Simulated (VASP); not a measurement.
# ZrS (Fm-3m) in VASP: a series of runs

The runs below take ZrS through single point, with r2SCAN+rVV10+U.

Everything below comes from runs of VASP 6.6.1. Logs are shortened: lines on timing, memory, paths and dates and some standing lists are left out, and cuts for length are marked.

### 1 The cell of the first run

It takes space group Fm-3m (No. 225, cubic). The conventional cell has a = 5.143 Å, b = 5.143 Å, c = 5.143 Å, α = 90.00°, β = 90.00°, γ = 90.00°. Within 3.4 Å of Zr (site symmetry m-3m) lie 6 S at 2.57 Å. Within 3.4 Å of S (site symmetry m-3m) lie 6 Zr at 2.57 Å.

### 2 Single point, r2SCAN+rVV10+U

POSCAR reads:

```
ZrS
1.0
    0.0000000000      2.5714135354      2.5714135354
    2.5714135354      0.0000000000      2.5714135354
    2.5714135354      2.5714135354      0.0000000000
Zr S
1 1
Direct
    0.0000000000      0.0000000000      0.0000000000
    0.5000000000      0.5000000000      0.5000000000
```

INCAR.step1 reads:

```
  PREC = Accurate
  ENCUT = 520
  ISMEAR = -1
  SIGMA = 0.05
  LREAL = F
  LASPH = T
  NELM = 150
  LMAXMIX = 4
  LDAU = T
  LDAUTYPE = 2
  LDAUL = 2 -1
  LDAUU = 4.5 0
  LDAUJ = 0 0
  NBANDS = 16
  GGA = PE
  ALGO = Normal
  EDIFF = 1E-4
  LWAVE = T
  LCHARG = F
```

INCAR.step2 reads:

```
  PREC = Accurate
  ENCUT = 520
  EDIFF = 1E-6
  ISMEAR = -1
  SIGMA = 0.05
  LREAL = F
  LASPH = T
  NELM = 150
  ALGO = Normal
  ISIF = 2
  LWAVE = F
  LCHARG = F
  LMAXMIX = 4
  LDAU = T
  LDAUTYPE = 2
  LDAUL = 2 -1
  LDAUU = 4.5 0
  LDAUJ = 0 0
  LDAUPRINT = 1
  METAGGA = R2SCAN
  LMIXTAU = T
  LUSE_VDW = T
  IVDW_NL = 2
  BPARAM = 11.95
  CPARAM = 0.0093
  NBANDS = 16
  ISTART = 1
```

KPOINTS reads:

```
regular mesh
0
Gamma
  9 9 9
```

Potentials or basis: VASP PAW PBE potentials, release 64 (Zr_sv, S).

The run is started by

```sh
$ cat potpaw_PBE.64/Zr_sv/POTCAR potpaw_PBE.64/S/POTCAR > POTCAR
$ cp INCAR.step1 INCAR
$ mpirun -np 1 vasp_std > vasp.out
$ cp INCAR.step2 INCAR
$ mpirun -np 1 vasp_std > vasp.out
```

OUTCAR:

```text
PREC = Accurate
   ENCUT = 520
   EDIFF = 1E-6
   ISMEAR = -1
   LREAL = F
   LASPH = T
   NELM = 150
   ISIF = 2
   METAGGA = R2SCAN
   IVDW_NL = 2
   BPARAM = 11.95
   ISTART = 1

 ion  position               nearest neighbor table
   1  0.000  0.000  0.000-   2 2.57   2 2.57   2 2.57   2 2.57   2 2.57   2 2.57
   2  0.500  0.500  0.500-   1 2.57   1 2.57   1 2.57   1 2.57   1 2.57   1 2.57

  LATTYP: Found a face centered cubic cell.
 ALAT       =     5.1428270708

  Lattice vectors:

 A1 = (   0.0000000000,   2.5714135354,   2.5714135354)
 A2 = (   2.5714135354,   0.0000000000,   2.5714135354)
 A3 = (   2.5714135354,   2.5714135354,   0.0000000000)

Analysis of symmetry for initial positions (statically):
=====================================================================
 Subroutine PRICEL returns:
 Original cell was already a primitive cell.

 Routine SETGRP: Setting up the symmetry group for a
 face centered cubic supercell.

 Subroutine GETGRP returns: Found 48 space group operations
 (whereof 48 operations were pure point group operations)
 out of a pool of 48 trial point group operations.

The static configuration has the point symmetry O_h .

Analysis of symmetry for dynamics (positions and initial velocities):
=====================================================================
 Subroutine PRICEL returns:
 Original cell was already a primitive cell.

 Routine SETGRP: Setting up the symmetry group for a
 face centered cubic supercell.

 Subroutine GETGRP returns: Found 48 space group operations
 (whereof 48 operations were pure point group operations)
 out of a pool of 48 trial point group operations.

The dynamic configuration has the point symmetry O_h .

 Subroutine INISYM returns: Found 48 space group operations
 (whereof 48 operations are pure point group operations),
 and found     1 'primitive' translations

----------------------------------------------------------------------------------------

                                     Primitive cell

  volume of cell :      34.0052

  direct lattice vectors                    reciprocal lattice vectors
     0.000000000  2.571413535  2.571413535    -0.194445581  0.194445581  0.194445581
     2.571413535  0.000000000  2.571413535     0.194445581 -0.194445581  0.194445581
     2.571413535  2.571413535  0.000000000     0.194445581  0.194445581 -0.194445581

  length of vectors
     3.636527896  3.636527896  3.636527896     0.336789626  0.336789626  0.336789626

  position of ions in fractional coordinates (direct lattice)
     0.000000000  0.000000000  0.000000000
     0.500000000  0.500000000  0.500000000

  ion indices of the primitive-cell ions
   primitive index   ion index
                 1           1
                 2           2

----------------------------------------------------------------------------------------

 KPOINTS: regular mesh

Automatic generation of k-mesh.
 Grid dimensions read from file:
 generate k-points for:    9    9    9

 Generating k-lattice:

  Cartesian coordinates                     Fractional coordinates (reciprocal lattice)
    -0.021605065  0.021605065  0.021605065     0.111111111  0.000000000  0.000000000
     0.021605065 -0.021605065  0.021605065     0.000000000  0.111111111  0.000000000
     0.021605065  0.021605065 -0.021605065     0.000000000  0.000000000  0.111111111

  Length of vectors
     0.037421070  0.037421070  0.037421070

  Shift w.r.t. Gamma in fractional coordinates (k-lattice)
     0.000000000  0.000000000  0.000000000

 Subroutine IBZKPT returns following result:
 ===========================================

 Found     35 irreducible k-points:

 Following reciprocal coordinates:
            Coordinates               Weight
  0.000000  0.000000  0.000000      1.000000
  0.111111  0.000000  0.000000      8.000000
  0.222222  0.000000  0.000000      8.000000
  0.333333  0.000000  0.000000      8.000000
  0.444444  0.000000  0.000000      8.000000
  0.111111  0.111111  0.000000      6.000000
[... 16 lines left out ...]
 -0.333333  0.333333  0.000000     12.000000
  0.444444  0.444444  0.000000      6.000000
 [... further k-points ...]
   k-points           NKPTS =     35   k-points in BZ     NKDIM =     35   number of bands    NBANDS=     16
   number of dos      NEDOS =    301   number of ions     NIONS =      2
   total plane-waves  NPLWV =  21952
   dimension x,y,z NGX =    28 NGY =   28 NGZ =   28
   dimension x,y,z NGXF=    56 NGYF=   56 NGZF=   56
   ions per type =               1   1
   NGX,Y,Z   is equivalent  to a cutoff of  12.80, 12.80, 12.80 a.u.
   NGXF,Y,Z  is equivalent  to a cutoff of  25.60, 25.60, 25.60 a.u.
 SYSTEM =  unknown system
   PREC   = accura    normal or accurate (medium, high low for compatibility)
   ISTART =      1    job   : 0-new  1-cont  2-samecut
   ICHARG =      0    charge: 1-file 2-atom 10-const
   ISPIN  =      1    spin polarized calculation?
   LNONCOLLINEAR =      F non collinear calculations
   LSORBIT =      F    spin-orbit coupling
   LASPH  =      T    aspherical Exc in radial PAW
   ENCUT  =  520.0 eV  38.22 Ry    6.18 a.u.   6.76  6.76  6.76*2*pi/ulx,y,z
   NELM   =    150;   NELMIN=  2; NELMDL=  0     # of ELM steps
   EDIFF  = 0.1E-05   stopping-criterion for ELM
   LREAL  =      F    real-space projection
   EDIFFG = 0.1E-04   stopping-criterion for IOM
   NSW    =      0    number of steps for IOM
   IBRION =     -1    ionic relax: 0-MD 1-quasi-New 2-CG
   NFREE  =      0    steps in history (QN), initial steepest desc. (CG)
   ISIF   =      2    stress and relaxation
   ISYM   =      2    0-nonsym 1-usesym 2-fastsym
   POTIM  = 0.5000    time-step for ionic-motion
   TEBEG  =    0.0;   TEEND  =   0.0 temperature during run
   PSTRESS=    0.0 pullay stress
   NELECT =      18.0000    total number of electrons
   NUPDOWN=      -1.0000    fix difference up-down
   EMIN   =  10.00;   EMAX   =-10.00  energy-range for DOS
   EFERMI =   0.00;   METHOD = LEGACY
   ISMEAR =    -1;   SIGMA  =   0.05  broadening in eV -4-tet -1-fermi 0-gaus
   EFERMI_NEDOS =   21; number of points for ismear=-14 and -15
   IALGO  =     38    algorithm
   IMIX   =      4    mixing-type and parameters
     AMIX     =   0.40;   BMIX     =  1.00
     AMIX_MAG =   1.60;   BMIX_MAG =  1.00
  volume/ion in A,a.u.               =      17.00       114.74
  Fermi-wavevector in a.u.,A,eV,Ry     =   1.324292  2.502549 23.861206  1.753749
  Thomas-Fermi vector in A             =   2.453837
   LORBIT       =      0    0 simple, 1 ext, 2 COOP (PROOUT), +10 PAW based schemes
 LDA+U is selected, type is set to LDAUTYPE =  2
   angular momentum for each species LDAUL =     2   -1
   U (eV)           for each species LDAUU =   4.5  0.0
   J (eV)           for each species LDAUJ =   0.0  0.0
   METAGGA = R2SCAN    functional components
   LHFCALC =     F    Hartree Fock is set to
   AEXX    =    0.0000 exact exchange contribution
   IVDW_NL    =     2    kernel type
   BPARAM     =11.9500
   IVDW    =     0    specifies the selected vdW correction
   LEPSILON=     F    determine dielectric tensor
   LRPA    =     F    only Hartree local field effects (RPA)
 non-spin polarized calculation
  energy-cutoff  :      520.00
  volume of cell :       34.01
 maximum number of plane-waves:       941
   NGX = 13   NGY = 13   NGZ = 13

atom =   1  type =  1  l = 2

 onsite density matrix

spin component  1

  0.1761  0.0000 -0.0000  0.0000 -0.0000
  0.0000  0.1761 -0.0000  0.0000 -0.0000
 -0.0000 -0.0000  0.1264 -0.0000  0.0000
  0.0000  0.0000 -0.0000  0.1761  0.0000
 -0.0000 -0.0000  0.0000  0.0000  0.1264

spin component  2

  0.1761  0.0000 -0.0000  0.0000 -0.0000
  0.0000  0.1761 -0.0000  0.0000 -0.0000
 -0.0000 -0.0000  0.1264 -0.0000  0.0000
  0.0000  0.0000 -0.0000  0.1761  0.0000
 -0.0000 -0.0000  0.0000  0.0000  0.1264

 occupancies and eigenvectors

  o =  0.1264  v =  0.0000 -0.0000  0.0010 -0.0000 -1.0000  0.0000  0.0000  0.0000  0.0000  0.0000      0.0000  0.0000  0.0000  0.0000  0.0000  0.0000  0.0000  0.0000  0.0000  0.0000
  o =  0.1264  v =  0.0000  0.0000  0.0000  0.0000  0.0000  0.0000 -0.0000  0.0010 -0.0000 -1.0000      0.0000  0.0000  0.0000  0.0000  0.0000  0.0000  0.0000  0.0000  0.0000  0.0000
  o =  0.1264  v =  0.0000  0.0000  0.0000  0.0000  0.0000  0.0000  0.0000  1.0000  0.0000  0.0010      0.0000  0.0000  0.0000  0.0000  0.0000  0.0000  0.0000  0.0000  0.0000  0.0000
  o =  0.1264  v =  0.0000  0.0000  1.0000  0.0000  0.0010  0.0000  0.0000  0.0000  0.0000  0.0000      0.0000  0.0000  0.0000  0.0000  0.0000  0.0000  0.0000  0.0000  0.0000  0.0000
  o =  0.1761  v =  0.0000  0.0000  0.0000  0.0000  0.0000  1.0000  0.0000  0.0000  0.0000  0.0000      0.0000  0.0000  0.0000  0.0000  0.0000  0.0000  0.0000  0.0000  0.0000  0.0000
  o =  0.1761  v =  1.0000  0.0000  0.0000  0.0000  0.0000  0.0000  0.0000  0.0000  0.0000  0.0000      0.0000  0.0000  0.0000  0.0000  0.0000  0.0000  0.0000  0.0000  0.0000  0.0000
  o =  0.1761  v =  0.0000 -0.5286 -0.0000  0.8489  0.0000  0.0000  0.0000  0.0000  0.0000  0.0000      0.0000  0.0000  0.0000  0.0000  0.0000  0.0000  0.0000  0.0000  0.0000  0.0000
  o =  0.1761  v =  0.0000  0.0000  0.0000  0.0000  0.0000  0.0000 -0.5286 -0.0000  0.8489  0.0000      0.0000  0.0000  0.0000  0.0000  0.0000  0.0000  0.0000  0.0000  0.0000  0.0000
  o =  0.1761  v =  0.0000  0.8489 -0.0000  0.5286 -0.0000  0.0000  0.0000  0.0000  0.0000  0.0000      0.0000  0.0000  0.0000  0.0000  0.0000  0.0000  0.0000  0.0000  0.0000  0.0000
  o =  0.1761  v =  0.0000  0.0000  0.0000  0.0000  0.0000  0.0000  0.8489 -0.0000  0.5286 -0.0000      0.0000  0.0000  0.0000  0.0000  0.0000  0.0000  0.0000  0.0000  0.0000  0.0000

 number of electron      17.9999999 magnetization

 Free energy of the ion-electron system (eV)
  ---------------------------------------------------
  ext. energy  EPLUGINS =         0.00000000
  ---------------------------------------------------
  free energy    TOTEN  =       -30.45613308 eV

  energy without entropy =      -30.44535950  energy(sigma->0) =      -30.45074629

 E-fermi :  12.2350     XC(G=0): -12.3708

 val. band max:       12.2131753090   @ k =   0.3333   0.0000   0.0000
 cond. band min:      12.2384200566   @ k =  -0.4444   0.2222   0.1111
 fundamental gap:      0.0252447476
 Fermi energy:        12.2350449811

 k-point     1 :       0.0000    0.0000    0.0000
  band No.  band energies     occupation
      1     -40.5981      2.00000
      2     -17.8221      2.00000
      3     -17.8221      2.00000
      4     -17.8221      2.00000
      5      -5.2077      2.00000
      6       7.9208      2.00000
[... 8 lines left out ...]
     15      19.3302      0.00000
     16      25.2845      0.00000

 k-point     2 :       0.1111    0.0000    0.0000
  band No.  band energies     occupation
      1     -40.5939      2.00000
      2     -17.8756      2.00000
      3     -17.8265      2.00000
      4     -17.8265      2.00000
      5      -5.0256      2.00000
      6       7.0509      2.00000
[... 8 lines left out ...]
     15      19.9381      0.00000
     16      24.2157      0.00000

 k-point     3 :       0.2222    0.0000    0.0000
  band No.  band energies     occupation
      1     -40.5833      2.00000
      2     -18.0079      2.00000
      3     -17.8375      2.00000
      4     -17.8375      2.00000
      5      -4.5362      2.00000
      6       5.4745      2.00000
[... 8 lines left out ...]
     15      20.7620      0.00000
     16      22.7157      0.00000
[... 362 lines left out ...]
 k-point    23 :      -0.3333    0.3333    0.0000
  band No.  band energies     occupation
      1     -40.5536      2.00000
      2     -18.1023      2.00000
      3     -18.0624      2.00000
      4     -17.9006      2.00000
      5      -3.6891      2.00000
      6       4.3227      2.00000
[... 8 lines left out ...]
     15      19.6851      0.00000
     16      21.0273      0.00000

 k-point    24 :       0.4444    0.4444    0.0000
  band No.  band energies     occupation
      1     -40.5524      2.00000
      2     -18.1515      2.00000
      3     -17.9520      2.00000
      4     -17.9520      2.00000
      5      -4.1401      2.00000
      6       4.8131      2.00000
[... 8 lines left out ...]
     15      21.3737      0.00000
     16      23.2363      0.00000

 [... further k-points ...]

------------------------ aborting loop because EDIFF is reached ----------------------------------------

  FORCE on cell =-STRESS in cart. coord.  units (eV):
  Direction    XX          YY          ZZ          XY          YZ          ZX
  --------------------------------------------------------------------------------------
  -------------------------------------------------------------------------------------
  Total        3.0659797      3.0659797      3.0659797      0.0000000     -0.0000000      0.0000000
  in kB      144.4555032    144.4555032    144.4555032      0.0000000     -0.0000000      0.0000000
  external PRESSURE =     144.4555032 kB  Pullay stress =       0.0000000 kB

 VOLUME and BASIS-vectors are now :
 -----------------------------------------------------------------------------
  energy-cutoff  :      520.00
  volume of cell :       34.01
      direct lattice vectors                 reciprocal lattice vectors
     0.000000000  2.571413535  2.571413535    -0.194445581  0.194445581  0.194445581
     2.571413535  0.000000000  2.571413535     0.194445581 -0.194445581  0.194445581
     2.571413535  2.571413535  0.000000000     0.194445581  0.194445581 -0.194445581

 POSITION                                       TOTAL-FORCE (eV/Angst)
 -----------------------------------------------------------------------------------
      0.00000      0.00000      0.00000        -0.000000     -0.000000     -0.000000
      2.57141      2.57141      2.57141         0.000000      0.000000      0.000000
 -----------------------------------------------------------------------------------
    total drift:                                0.000000      0.000000      0.000000

  FREE ENERGIE OF THE ION-ELECTRON SYSTEM (eV)
  ---------------------------------------------------
  free  energy   TOTEN  =       -30.4561330821 eV

  energy  without entropy=      -30.4453595040  energy(sigma->0) =      -30.45074629
```

Wall time 2.9 min (1 thread of Intel Xeon 8259CL, shared host); peak memory 0.27 GiB.

Results:

| Item | Value |
| --- | --- |
| Free energy | -30.4561 eV |
| Pressure | 14.4 GPa |
| Band gap on the k mesh | zero (bands 9 and 10 overlap by 2.55 eV) |

Eigenvalues of the final occupation matrices:
```
    site  spin  trace               eigenvalues
site 1 d     1   0.78  0.13 0.13 0.18 0.18 0.18
site 1 d     2   0.78  0.13 0.13 0.18 0.18 0.18
```

Caveat: the cell stands under pressure; the PAW data sets were made with another functional, which shifts forces and pressure a little; U without spin polarisation on a metal has little footing.

### 3 Single point, r2SCAN+rVV10+U

This run uses another cell than the first one, of 17.36 Å³/atom.

POSCAR reads:

```
ZrS
1.0
    0.0000000000      2.5895226780      2.5895226780
    2.5895226780      0.0000000000      2.5895226780
    2.5895226780      2.5895226780      0.0000000000
Zr S
1 1
Direct
    0.0000000000      0.0000000000      0.0000000000
    0.5000000000      0.5000000000      0.5000000000
```

INCAR.step1 reads:

```
SYSTEM = ZrS
PREC     = Accurate       ! precision mode
ENCUT    = 520            ! plane-wave cutoff, eV
ISMEAR   = -1             ! smearing method
SIGMA    = 0.05           ! smearing width, eV
LREAL    = .False.        ! projectors in reciprocal space
LASPH    = .True.         ! aspherical terms in the spheres
NELM     = 150            ! most SCF steps
LMAXMIX  = 4              ! l up to which the mixer works
LDAU     = .True.         ! DFT+U
LDAUTYPE = 2            
LDAUL    = 2 -1           ! shell
LDAUU    = 4.5 0          ! U, eV
LDAUJ    = 0 0          
NBANDS   = 16             ! bands
GGA      = PE             ! functional
ALGO     = Normal         ! electronic algorithm
EDIFF    = 1E-4           ! SCF threshold, eV
LWAVE    = .True.         ! write WAVECAR
LCHARG   = .False.        ! write CHGCAR
```

INCAR.step2 reads:

```
SYSTEM = ZrS
PREC     = Accurate       ! precision mode
ENCUT    = 520            ! plane-wave cutoff, eV
EDIFF    = 1E-6           ! SCF threshold, eV
ISMEAR   = -1             ! smearing method
SIGMA    = 0.05           ! smearing width, eV
LREAL    = .False.        ! projectors in reciprocal space
LASPH    = .True.         ! aspherical terms in the spheres
NELM     = 150            ! most SCF steps
ALGO     = Normal         ! electronic algorithm
ISIF     = 2              ! what is computed and relaxed
LWAVE    = .False.        ! write WAVECAR
LCHARG   = .False.        ! write CHGCAR
LMAXMIX  = 4              ! l up to which the mixer works
LDAU     = .True.         ! DFT+U
LDAUTYPE = 2            
LDAUL    = 2 -1           ! shell
LDAUU    = 4.5 0          ! U, eV
LDAUJ    = 0 0          
LDAUPRINT= 1            
METAGGA  = R2SCAN         ! meta-GGA
LMIXTAU  = .True.       
LUSE_VDW = .True.       
IVDW_NL  = 2            
BPARAM   = 11.95        
CPARAM   = 0.0093       
NBANDS   = 16             ! bands
ISTART   = 1
```

KPOINTS reads:

```
Automatic mesh
0
Gamma
  9 9 9
  0 0 0
```

Potentials or basis: VASP PAW PBE potentials, release 64 (Zr_sv, S).

The run is started by

```sh
$ cat potpaw_PBE.64/Zr_sv/POTCAR potpaw_PBE.64/S/POTCAR > POTCAR
$ cp INCAR.step1 INCAR
$ mpirun -np 1 vasp_std > vasp.out
$ cp INCAR.step2 INCAR
$ mpirun -np 1 vasp_std > vasp.out
```

Wall time 3.5 min (1 thread of Intel Xeon 8259CL, shared host); peak memory 0.27 GiB.

The run converged. Its results:

```yaml
Free_energy: -30.5124 eV
Pressure: 10.5 GPa
Band_gap_on_the_k_mesh: zero (bands 9 and 10 overlap by 2.48 eV)
```

Levels at points of the mesh, in eV from the Fermi level:
| k point | band 7 | band 8 | band 9 | band 10 | band 11 | band 12 |
| --- | --- | --- | --- | --- | --- | --- |
| (0.00, 0.00, 0.00) | -4.32 | -4.32 | -1.42 | -1.42 | -1.42 | -0.34 |

Eigenvalues of the final occupation matrices:
| site | spin | trace | eigenvalues |
| --- | --- | --- | --- |
| site 1 d | 1 | 0.77 | 0.12 0.12 0.18 0.18 0.18 |
| site 1 d | 2 | 0.77 | 0.12 0.12 0.18 0.18 0.18 |

Caveat: the cell stands under pressure; the PAW data sets were made with another functional, which shifts forces and pressure a little; U without spin polarisation on a metal has little footing.

(Continued in part 2 of 2.)
